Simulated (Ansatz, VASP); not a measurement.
# BaS: VASP beside Ansatz

```
CELL_PARAMETERS angstrom
0.00000 3.19375 3.19375
3.19375 0.00000 3.19375
3.19375 3.19375 0.00000
ATOMIC_POSITIONS crystal
Ba 0.00000 0.00000 0.00000
S 0.50000 0.50000 0.50000
```

Alike in both runs: functional PBE; k mesh 5 × 5 × 5; occupations fermi-dirac, width 0.05 eV; non-collinear spin, spin-orbit coupling.

|  | VASP | Ansatz |
| --- | --- | --- |
| version | VASP 6.6.1 | Ansatz 0.2.0 |
| potentials or method | VASP PAW PBE potentials, release 64 (Ba_sv, S), cutoff 520 eV | all-electron LAPW, relativistic spinors |
| task | single point | band structure |

Ansatz gave:

* pressure (GPa): 0.8
* net moment per atom (μB): 0.00

Task: Which values does VASP return?

Result: Pressure (GPa): 1.4; net moment per atom (μB): 0.00.

Ansatz ran all-electron here, and VASP with PAW potentials.
